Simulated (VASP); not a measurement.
# TiB2 (P6/mmm) in VASP: a series of runs

Aim: see how the results for TiB2 move with the level of theory and the settings. Levels: r2SCAN, PBE. Tasks: single point.

Everything below comes from runs of VASP 6.6.1. Logs are shortened: lines on timing, memory, paths and dates and some standing lists are left out, and cuts for length are marked.

## (1) The cell of the first run

Symmetry: P6/mmm, No. 191, hexagonal system. Conventional cell: a = 3.089 Å, b = 3.089 Å, c = 3.292 Å, α = 90.00°, β = 90.00°, γ = 120.00°. Ti (site symmetry 6/mmm) has 12 B at 2.43 Å and 6 Ti at 3.09 Å within 3.2 Å. Within 2.4 Å of B (site symmetry -6m2) lie 3 B at 1.78 Å.

## (2) Single point, r2SCAN (volume scaled by 1.06)

POSCAR reads:

```
TiB2
1.0
    3.0886111617      0.0000000000      0.0000000000
   -1.5443055808      2.6748157284      0.0000000000
    0.0000000000      0.0000000000      3.2917180359
Ti B
1 2
Direct
    0.0000000000      0.0000000000      0.0000000000
    0.6666666667      0.3333333333      0.5000000000
    0.3333333333      0.6666666667      0.5000000000
```

INCAR.step1 reads:

```
PREC = Accurate ; ENCUT = 550
ISMEAR = -1 ; SIGMA = 0.05
LREAL = False ; LASPH = True
NELM = 120 ; NBANDS = 16
GGA = PE ; ALGO = Normal
EDIFF = 1E-5 ; LWAVE = True
LCHARG = False ; GGA_COMPAT = False
```

INCAR.step2 reads:

```
PREC = Accurate ; ENCUT = 550
EDIFF = 1E-6 ; ISMEAR = -1
SIGMA = 0.05 ; LREAL = False
LASPH = True ; NELM = 120
ALGO = Normal ; ISIF = 2
LWAVE = False ; LCHARG = False
METAGGA = R2SCAN ; LMIXTAU = True
NBANDS = 16 ; ISTART = 1
GGA_COMPAT = False
```

KPOINTS reads:

```
Automatic mesh
0
Gamma
  10 10 8
```

Potentials or basis: VASP PAW PBE potentials, release 64 (Ti_sv, B).

On the command line:

```
cat potpaw_PBE.64/Ti_sv/POTCAR potpaw_PBE.64/B/POTCAR > POTCAR
cp INCAR.step1 INCAR
mpirun -np 1 vasp_std > vasp.out
cp INCAR.step2 INCAR
mpirun -np 1 vasp_std > vasp.out
```

OUTCAR:

```text
PREC = Accurate
   ENCUT = 550
   EDIFF = 1E-6
   ISMEAR = -1
   LREAL = False
   LASPH = True
   NELM = 120
   ISIF = 2
   METAGGA = R2SCAN
   ISTART = 1

 ion  position               nearest neighbor table
   1  0.000  0.000  0.000-   2 2.43   3 2.43   2 2.43   3 2.43   3 2.43   3 2.43   2 2.43   2 2.43
                             2 2.43   2 2.43   3 2.43   3 2.43
   2  0.667  0.333  0.500-   3 1.78   3 1.78   3 1.78   1 2.43   1 2.43   1 2.43   1 2.43   1 2.43
                             1 2.43
   3  0.333  0.667  0.500-   2 1.78   2 1.78   2 1.78   1 2.43   1 2.43   1 2.43   1 2.43   1 2.43
                             1 2.43

  LATTYP: Found a hexagonal cell.
 ALAT       =     3.0886111617
 C/A-ratio  =     1.0657599366

  Lattice vectors:

 A1 = (   3.0886111617,   0.0000000000,   0.0000000000)
 A2 = (  -1.5443055808,   2.6748157284,   0.0000000000)
 A3 = (   0.0000000000,   0.0000000000,   3.2917180359)

Analysis of symmetry for initial positions (statically):
=====================================================================
 Subroutine PRICEL returns:
 Original cell was already a primitive cell.

 Routine SETGRP: Setting up the symmetry group for a
 hexagonal supercell.

 Subroutine GETGRP returns: Found 24 space group operations
 (whereof 24 operations were pure point group operations)
 out of a pool of 24 trial point group operations.

The static configuration has the point symmetry D_6h.

Analysis of symmetry for dynamics (positions and initial velocities):
=====================================================================
 Subroutine PRICEL returns:
 Original cell was already a primitive cell.

 Routine SETGRP: Setting up the symmetry group for a
 hexagonal supercell.

 Subroutine GETGRP returns: Found 24 space group operations
 (whereof 24 operations were pure point group operations)
 out of a pool of 24 trial point group operations.

The dynamic configuration has the point symmetry D_6h.

 Subroutine INISYM returns: Found 24 space group operations
 (whereof 24 operations are pure point group operations),
 and found     1 'primitive' translations

----------------------------------------------------------------------------------------

                                     Primitive cell

  volume of cell :      27.1944

  direct lattice vectors                    reciprocal lattice vectors
     3.088611162  0.000000000  0.000000000     0.323770118  0.186928765  0.000000000
    -1.544305581  2.674815728  0.000000000     0.000000000  0.373857529  0.000000000
     0.000000000  0.000000000  3.291718036     0.000000000  0.000000000  0.303792727

  length of vectors
     3.088611162  3.088611162  3.291718036     0.373857529  0.373857529  0.303792727

  position of ions in fractional coordinates (direct lattice)
     0.000000000  0.000000000  0.000000000
     0.666666667  0.333333333  0.500000000
     0.333333333  0.666666667  0.500000000

  ion indices of the primitive-cell ions
   primitive index   ion index
                 1           1
                 2           2
                 3           3

----------------------------------------------------------------------------------------

 KPOINTS: Automatic mesh

Automatic generation of k-mesh.
 Grid dimensions read from file:
 generate k-points for:   10   10    8

 Generating k-lattice:

  Cartesian coordinates                     Fractional coordinates (reciprocal lattice)
     0.032377012  0.018692876  0.000000000     0.100000000  0.000000000  0.000000000
     0.000000000  0.037385753  0.000000000     0.000000000  0.100000000  0.000000000
     0.000000000  0.000000000  0.037974091     0.000000000  0.000000000  0.125000000

  Length of vectors
     0.037385753  0.037385753  0.037974091

  Shift w.r.t. Gamma in fractional coordinates (k-lattice)
     0.000000000  0.000000000  0.000000000

 Subroutine IBZKPT returns following result:
 ===========================================

 Found     70 irreducible k-points:

 Following reciprocal coordinates:
            Coordinates               Weight
  0.000000  0.000000  0.000000      1.000000
  0.100000 -0.000000  0.000000      6.000000
  0.200000 -0.000000  0.000000      6.000000
  0.300000 -0.000000  0.000000      6.000000
  0.400000 -0.000000  0.000000      6.000000
  0.500000 -0.000000  0.000000      3.000000
[... 16 lines left out ...]
  0.300000  0.100000  0.125000     24.000000
  0.400000  0.100000  0.125000     24.000000
 [... further k-points ...]
   k-points           NKPTS =     70   k-points in BZ     NKDIM =     70   number of bands    NBANDS=     16
   number of dos      NEDOS =    301   number of ions     NIONS =      3
   total plane-waves  NPLWV =  16128
   dimension x,y,z NGX =    24 NGY =   24 NGZ =   28
   dimension x,y,z NGXF=    48 NGYF=   48 NGZF=   56
   ions per type =               1   2
   NGX,Y,Z   is equivalent  to a cutoff of  12.92, 12.92, 14.14 a.u.
   NGXF,Y,Z  is equivalent  to a cutoff of  25.84, 25.84, 28.28 a.u.
 SYSTEM =  unknown system
   PREC   = accura    normal or accurate (medium, high low for compatibility)
   ISTART =      1    job   : 0-new  1-cont  2-samecut
   ICHARG =      0    charge: 1-file 2-atom 10-const
   ISPIN  =      1    spin polarized calculation?
   LNONCOLLINEAR =      F non collinear calculations
   LSORBIT =      F    spin-orbit coupling
   LASPH  =      T    aspherical Exc in radial PAW
   ENCUT  =  550.0 eV  40.42 Ry    6.36 a.u.   5.91  5.91  6.29*2*pi/ulx,y,z
   NELM   =    120;   NELMIN=  2; NELMDL=  0     # of ELM steps
   EDIFF  = 0.1E-05   stopping-criterion for ELM
   LREAL  =      F    real-space projection
   EDIFFG = 0.1E-04   stopping-criterion for IOM
   NSW    =      0    number of steps for IOM
   IBRION =     -1    ionic relax: 0-MD 1-quasi-New 2-CG
   NFREE  =      0    steps in history (QN), initial steepest desc. (CG)
   ISIF   =      2    stress and relaxation
   ISYM   =      2    0-nonsym 1-usesym 2-fastsym
   POTIM  = 0.5000    time-step for ionic-motion
   TEBEG  =    0.0;   TEEND  =   0.0 temperature during run
   PSTRESS=    0.0 pullay stress
   NELECT =      18.0000    total number of electrons
   NUPDOWN=      -1.0000    fix difference up-down
   EMIN   =  10.00;   EMAX   =-10.00  energy-range for DOS
   EFERMI =   0.00;   METHOD = LEGACY
   ISMEAR =    -1;   SIGMA  =   0.05  broadening in eV -4-tet -1-fermi 0-gaus
   EFERMI_NEDOS =   21; number of points for ismear=-14 and -15
   IALGO  =     38    algorithm
   IMIX   =      4    mixing-type and parameters
     AMIX     =   0.40;   BMIX     =  1.00
     AMIX_MAG =   1.60;   BMIX_MAG =  1.00
  volume/ion in A,a.u.               =       9.06        61.17
  Fermi-wavevector in a.u.,A,eV,Ry     =   1.426721  2.696112 27.695110  2.035533
  Thomas-Fermi vector in A             =   2.546968
   LORBIT       =      0    0 simple, 1 ext, 2 COOP (PROOUT), +10 PAW based schemes
   METAGGA = R2SCAN    functional components
   LHFCALC =     F    Hartree Fock is set to
   AEXX    =    0.0000 exact exchange contribution
   IVDW    =     0    specifies the selected vdW correction
   LEPSILON=     F    determine dielectric tensor
   LRPA    =     F    only Hartree local field effects (RPA)
 non-spin polarized calculation
  energy-cutoff  :      550.00
  volume of cell :       27.19
 maximum number of plane-waves:       816
 NGX is ok and might be reduce to    24
   NGX = 11   NGY = 11   NGZ = 13

 number of electron      17.9999994 magnetization

 Free energy of the ion-electron system (eV)
  ---------------------------------------------------
  ext. energy  EPLUGINS =         0.00000000
  ---------------------------------------------------
  free energy    TOTEN  =       -30.89819386 eV

  energy without entropy =      -30.89150373  energy(sigma->0) =      -30.89484880

 E-fermi :   9.4642     XC(G=0): -13.4290

 val. band max:        9.4569055935   @ k =   0.1000  -0.0000   0.3750
 cond. band min:       9.4709466377   @ k =   0.3000   0.2000   0.0000
 fundamental gap:      0.0140410443
 Fermi energy:         9.4641884055

 k-point     1 :       0.0000    0.0000    0.0000
  band No.  band energies     occupation
      1     -50.0336      2.00000
      2     -25.3284      2.00000
      3     -25.0449      2.00000
      4     -25.0449      2.00000
      5      -4.6227      2.00000
      6       6.8749      2.00000
[... 8 lines left out ...]
     15      15.2104      0.00000
     16      16.0605      0.00000

 k-point     2 :       0.1000   -0.0000    0.0000
  band No.  band energies     occupation
      1     -50.0294      2.00000
      2     -25.3228      2.00000
      3     -25.0784      2.00000
      4     -25.0524      2.00000
      5      -4.4285      2.00000
      6       6.2749      2.00000
[... 8 lines left out ...]
     15      16.3144      0.00000
     16      16.7556      0.00000

 k-point     3 :       0.2000   -0.0000    0.0000
  band No.  band energies     occupation
      1     -50.0184      2.00000
      2     -25.3083      2.00000
      3     -25.1652      2.00000
      4     -25.0722      2.00000
      5      -3.8592      2.00000
      6       4.8397      2.00000
[... 8 lines left out ...]
     15      17.4440      0.00000
     16      18.3281      0.00000

 k-point     4 :       0.3000   -0.0000    0.0000
  band No.  band energies     occupation
      1     -50.0047      2.00000
      2     -25.2903      2.00000
      3     -25.2709      2.00000
      4     -25.0966      2.00000
      5      -2.9496      2.00000
      6       3.1040      2.00000
[... 8 lines left out ...]
     15      16.5944      0.00000
     16      18.3167      0.00000

 k-point     5 :       0.4000   -0.0000    0.0000
  band No.  band energies     occupation
      1     -49.9937      2.00000
      2     -25.3553      2.00000
      3     -25.2756      2.00000
      4     -25.1162      2.00000
      5      -1.7463      2.00000
      6       1.3508      2.00000
[... 8 lines left out ...]
     15      16.6831      0.00000
     16      17.7964      0.00000

 k-point     6 :       0.5000   -0.0000    0.0000
  band No.  band energies     occupation
      1     -49.9894      2.00000
      2     -25.3872      2.00000
      3     -25.2701      2.00000
      4     -25.1237      2.00000
      5      -0.3930      2.00000
      6      -0.1925      2.00000
[... 8 lines left out ...]
     15      16.8447      0.00000
     16      17.3391      0.00000
[... 267 lines left out ...]
 k-point    21 :       0.1000    0.1000    0.1250
  band No.  band energies     occupation
      1     -50.0202      2.00000
      2     -25.3361      2.00000
      3     -25.1334      2.00000
      4     -25.0664      2.00000
      5      -3.8705      2.00000
      6       5.4730      2.00000
[... 8 lines left out ...]
     15      17.0611      0.00000
     16      17.2119      0.00000

 k-point    22 :       0.2000    0.1000    0.1250
  band No.  band energies     occupation
      1     -50.0079      2.00000
      2     -25.3190      2.00000
      3     -25.2231      2.00000
      4     -25.0943      2.00000
      5      -3.1565      2.00000
      6       4.0057      2.00000
[... 8 lines left out ...]
     15      17.3530      0.00000
     16      18.7338      0.00000

 k-point    23 :       0.3000    0.1000    0.1250
  band No.  band energies     occupation
      1     -49.9955      2.00000
      2     -25.3123      2.00000
      3     -25.3007      2.00000
      4     -25.1223      2.00000
      5      -2.1376      2.00000
      6       2.3277      2.00000
[... 8 lines left out ...]
     15      17.5384      0.00000
     16      19.0842      0.00000

 k-point    24 :       0.4000    0.1000    0.1250
  band No.  band energies     occupation
      1     -49.9879      2.00000
      2     -25.3653      2.00000
      3     -25.2909      2.00000
      4     -25.1396      2.00000
      5      -0.8745      2.00000
      6       0.7009      2.00000
[... 8 lines left out ...]
     15      17.7960      0.00000
     16      18.9469      0.00000

 [... further k-points ...]

------------------------ aborting loop because EDIFF is reached ----------------------------------------

  FORCE on cell =-STRESS in cart. coord.  units (eV):
  Direction    XX          YY          ZZ          XY          YZ          ZX
  --------------------------------------------------------------------------------------
  -------------------------------------------------------------------------------------
  Total       -2.5665590     -2.5665590     -1.9406693     -0.0000000      0.0000000      0.0000000
  in kB     -151.2105513   -151.2105512   -114.3358371     -0.0000000      0.0000000      0.0000000
  external PRESSURE =    -138.9189799 kB  Pullay stress =       0.0000000 kB

 VOLUME and BASIS-vectors are now :
 -----------------------------------------------------------------------------
  energy-cutoff  :      550.00
  volume of cell :       27.19
      direct lattice vectors                 reciprocal lattice vectors
     3.088611162  0.000000000  0.000000000     0.323770118  0.186928765  0.000000000
    -1.544305581  2.674815728  0.000000000     0.000000000  0.373857529  0.000000000
     0.000000000  0.000000000  3.291718036     0.000000000  0.000000000  0.303792727

 POSITION                                       TOTAL-FORCE (eV/Angst)
 -----------------------------------------------------------------------------------
      0.00000      0.00000      0.00000         0.000000      0.000000      0.000000
      1.54431      0.89161      1.64586        -0.000000      0.000000      0.000000
     -0.00000      1.78321      1.64586         0.000000     -0.000000      0.000000
 -----------------------------------------------------------------------------------
    total drift:                               -0.000000      0.000000     -0.000000

  FREE ENERGIE OF THE ION-ELECTRON SYSTEM (eV)
  ---------------------------------------------------
  free  energy   TOTEN  =       -30.8981938610 eV

  energy  without entropy=      -30.8915037334  energy(sigma->0) =      -30.89484880
```

It took 3.4 min on 1 thread of Intel Xeon 8259CL, shared host; peak memory 0.17 GiB.

What came out:

* Free energy: -30.8982 eV
* Pressure: -13.9 GPa
* Band gap on the k mesh: zero (band 9 reaches 9.92 eV, above the bottom of band 10 at 9.31 eV)

Levels at points of the mesh, in eV from the Fermi level:
```tsv
k point	band 7	band 8	band 9	band 10	band 11	band 12
(0.00, 0.00, 0.00)	-2.59	-2.51	-1.99	1.87	1.87	3.62
(0.50, 0.00, 0.00)	-3.39	-3.22	-2.17	1.33	2.68	3.14
(0.00, 0.00, 0.50)	-0.57	-0.57	-0.15	-0.15	0.49	0.49
(0.50, 0.00, 0.50)	-4.68	-3.83	-3.43	2.46	2.85	4.25
```

Caveat: the cell differs from its parent crystal (volume scaled by 1.06); the PAW data sets were made with another functional, which shifts forces and pressure a little.

## (3) Single point, PBE

This run uses another cell than the first one, of 8.21 Å³/atom, 0.906 times its volume.

INCAR reads:

```
PREC     = Accurate       # precision mode
ENCUT    = 520            # plane-wave cutoff, eV
EDIFF    = 1E-6           # SCF threshold, eV
ISMEAR   = -1             # smearing method
SIGMA    = 0.05           # smearing width, eV
LREAL    = F              # projectors in reciprocal space
LASPH    = T              # aspherical terms in the spheres
NELM     = 80             # most SCF steps
ALGO     = Normal         # electronic algorithm
ISIF     = 2              # what is computed and relaxed
LWAVE    = F              # write WAVECAR
LCHARG   = F              # write CHGCAR
GGA      = PE             # functional
NBANDS   = 16             # bands
```

KPOINTS reads:

```
regular mesh
0
Gamma
  10 10 8
```

POSCAR reads:

```
TiB2
1.0
    2.9882598462      0.0000000000      0.0000000000
   -1.4941299231      2.5879089399      0.0000000000
    0.0000000000      0.0000000000      3.1847676243
Ti B
1 2
Direct
    0.0000000000      0.0000000000      0.0000000000
    0.6666666667      0.3333333333      0.5000000000
    0.3333333333      0.6666666667      0.5000000000
```

Potentials or basis: VASP PAW PBE potentials, release 64 (Ti_sv, B).

On the command line:

```
cat potpaw_PBE.64/Ti_sv/POTCAR potpaw_PBE.64/B/POTCAR > POTCAR
mpirun -np 1 vasp_std > vasp.out
```

Run time: 25 s. Hardware: 1 thread of Intel Xeon 8259CL, shared host; peak memory 0.16 GiB.

The run converged. Its results:

```
Free energy            : -24.3856 eV
Pressure               : 11.9 GPa
Band gap on the k mesh : zero (band 9 reaches 10.86 eV, above the bottom of band 10 at 10.27 eV)
```

Stress tensor (GPa, compression positive):
```
12.81  0.00  0.00
 0.00 12.81  0.00
 0.00  0.00 10.06
```

Levels at points of the mesh, in eV from the Fermi level:
```
           k point  band 7  band 8  band 9  band 10  band 11  band 12
(0.00, 0.00, 0.00)   -2.63   -2.28   -2.15     2.07     2.07     3.91
(0.50, 0.00, 0.00)   -3.29   -3.27   -2.31     1.48     2.97     3.48
(0.00, 0.00, 0.50)   -0.49   -0.49   -0.12    -0.12     0.52     0.52
(0.50, 0.00, 0.50)   -4.73   -3.90   -3.09     2.70     3.16     4.82
```
